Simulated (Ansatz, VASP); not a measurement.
**Pt in VASP and in Ansatz**

File POSCAR:

```
Pt
1.0
   -1.5842200000      1.5842200000      1.5842200000
    1.5842200000     -1.5842200000      1.5842200000
    1.5842200000      1.5842200000     -1.5842200000
Pt
1
Direct
    0.0000000000      0.0000000000      0.0000000000
```

Contents of INCAR.step1:

```
SYSTEM = Pt
  PREC = Accurate
  ENCUT = 520
  EDIFF = 1E-5
  ISMEAR = -1
  SIGMA = 0.05
  LREAL = .False.
  LASPH = .True.
  NELM = 80
  ALGO = Normal
  ISIF = 2
  LWAVE = .True.
  LCHARG = .False.
  GGA = PE
  NBANDS = 11
```

INCAR.step2

```
SYSTEM = Pt
  PREC = Accurate
  ENCUT = 520
  EDIFF = 1E-6
  ISMEAR = -1
  SIGMA = 0.05
  LREAL = .False.
  LASPH = .True.
  NELM = 80
  ALGO = Normal
  ISIF = 2
  LWAVE = .False.
  LCHARG = .False.
  GGA = PE
  LHFCALC = .True.
  HFSCREEN = 0.2079
  PRECFOCK = Normal
  ISTART = 1
  NBANDS = 11
```

File KPOINTS:

```
Automatic mesh
0
Gamma
  8 8 8
  0 0 0
```

Contents of input:

```
crystal:
  lattice:
    - [-1.58422, 1.58422, 1.58422]
    - [1.58422, -1.58422, 1.58422]
    - [1.58422, 1.58422, -1.58422]
  atoms:
    - { symbol: Pt, position: [0.0, 0.0, 0.0] }
hamiltonian:
  xc: hse06
  pseudopotentials: { kind: paw }
kpoints:
  mp_grid: { grid: [8, 8, 8] }
scf:
  occupations: { method: fermi_dirac, width: 0.05 }
output:
  forces: true
  stress: true
  eigenvalues: true
  write_density: true
  write_potential: true
  elf: true
  volumetric_format: npy
```

Alike in both runs: task single point; functional HSE06; k mesh 8 × 8 × 8; occupations fermi-dirac, width 0.05 eV; no spin polarisation.

```csv
,VASP,Ansatz
version,VASP 6.6.1,Ansatz 0.2.0
potentials or method,"VASP PAW PBE potentials, release 64 (Pt)",Ansatz PAW
plane-wave cutoff (eV),520,420
valence electrons in the cell,10,18
```

Ansatz gave:

- gap on the k mesh at the Fermi level (eV): none
- pressure (GPa): -7.7

Task: Which values does VASP return?

Result: gap on the k mesh at the Fermi level (eV): none; pressure (GPa): -7.4.

A gap of «none» marks a metal or a gap that the smearing closes. VASP's potentials hold 10 valence electrons a cell and Ansatz's 18, so a difference there can come from the potentials and not from the codes.

Spin-orbit coupling is off throughout.
